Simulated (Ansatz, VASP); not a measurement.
## One calculation of CaSe, two programs

File POSCAR:

```
CaSe
1.0
    0.0000000000      2.9675351117      2.9675351117
    2.9675351117      0.0000000000      2.9675351117
    2.9675351117      2.9675351117      0.0000000000
Ca Se
1 1
Direct
    0.0000000000      0.0000000000      0.0000000000
    0.5000000000      0.5000000000      0.5000000000
```

The input INCAR.step1:

```
SYSTEM = CaSe
ALGO     = Normal         ! electronic algorithm
EDIFF    = 1E-5           ! SCF threshold, eV
ENCUT    = 520            ! plane-wave cutoff, eV
GGA      = PE             ! functional
ISIF     = 2              ! what is computed and relaxed
ISMEAR   = 0              ! smearing method
LASPH    = .TRUE.         ! aspherical terms in the spheres
LREAL    = .FALSE.        ! projectors in reciprocal space
LWAVE    = .TRUE.         ! write WAVECAR
NBANDS   = 15             ! bands
NELM     = 60             ! most SCF steps
PREC     = Accurate       ! precision mode
SIGMA    = 0.01           ! smearing width, eV
```

INCAR.step2

```
SYSTEM = CaSe
ALGO     = Normal         ! electronic algorithm
EDIFF    = 1E-6           ! SCF threshold, eV
ENCUT    = 520            ! plane-wave cutoff, eV
GGA      = PE             ! functional
HFSCREEN = 0.2079         ! screening, 1/A
ISIF     = 2              ! what is computed and relaxed
ISMEAR   = 0              ! smearing method
ISTART   = 1            
LASPH    = .TRUE.         ! aspherical terms in the spheres
LCHARG   = .TRUE.         ! write CHGCAR
LELF     = .TRUE.         ! ELF
LHFCALC  = .TRUE.         ! exact exchange
LREAL    = .FALSE.        ! projectors in reciprocal space
LVHAR    = .TRUE.       
LWAVE    = .FALSE.        ! write WAVECAR
NBANDS   = 15             ! bands
NELM     = 60             ! most SCF steps
PREC     = Accurate       ! precision mode
PRECFOCK = Normal       
SIGMA    = 0.01           ! smearing width, eV
```

The input KPOINTS:

```
k-points
0
G
  4 4 4
  0 0 0
```

Input for Ansatz:

```yaml
crystal:
  lattice:
    - [0.0, 2.9675351117, 2.9675351117]
    - [2.9675351117, 0.0, 2.9675351117]
    - [2.9675351117, 2.9675351117, 0.0]
  atoms:
    - { symbol: Ca, position: [0.0, 0.0, 0.0] }
    - { symbol: Se, position: [0.5, 0.5, 0.5] }
kpoints:
  mp_grid: { grid: [4, 4, 4] }
hamiltonian:
  xc: hse06
scf:
  occupations: { method: fixed }
  n_extra_bands: 4
  exx: { ecutfock_ratio: 4 }
output:
  forces: true
  stress: true
  eigenvalues: true
```

Alike in both runs: task single point; functional HSE06; k mesh 4 × 4 × 4; no spin polarisation.

|  | VASP | Ansatz |
| --- | --- | --- |
| version | VASP 6.6.1 | Ansatz 0.2.0 |
| potentials or method | VASP PAW PBE potentials, release 64 (Ca_sv, Se) | plane waves |
| plane-wave cutoff (eV) | 520 | 420 |
| occupations | gaussian, width 0.01 eV | fixed |
| valence electrons in the cell | 16 | 26 |

Ansatz gave:

- gap on the k mesh at the Fermi level (eV): 3.00
- pressure (GPa): 0.3

Q: What did VASP give for the same quantities?

A: gap on the k mesh at the Fermi level (eV): 3.01; pressure (GPa): 0.3.

VASP's potentials hold 16 valence electrons a cell and Ansatz's 26, so a difference there can come from the potentials and not from the codes. Ansatz's warnings: stress exchange threshold loose, stress scf threshold loose.

The k mesh is coarse, so the values compare programs but aren't converged.
